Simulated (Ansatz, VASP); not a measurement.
Two plane-wave programs on V

```
V
1.0
    -1.49380    1.49380    1.49380
     1.49380   -1.49380    1.49380
     1.49380    1.49380   -1.49380
V
1
Direct
  0.00000 0.00000 0.00000
```

Alike in both runs: task relaxation of cell and atoms; functional r2SCAN; k mesh 20 × 20 × 20; occupations gaussian, width 0.1 eV; no spin polarisation.

```csv
,VASP,Ansatz
version,VASP 6.6.1,Ansatz 0.2.0
potentials or method,"VASP PAW PBE potentials, release 64 (V_sv), cutoff 600 eV","scalar-relativistic, plane waves, PAW"
valence electrons in the cell,13,13
```

```csv
,VASP,Ansatz,Ansatz less VASP
"gap on the k mesh at the Fermi level, each at its own relaxed structure (eV)",none,none,-
relaxed volume (Å³/atom),13.30,13.26,-0.041
relaxed length of the cell vector where the two differ most in proportion (Å),2.585,2.583,-0.0027
```

VASP's potentials were made for PBE, not for r2SCAN. A gap of «none» marks a metal or a gap that the smearing closes.
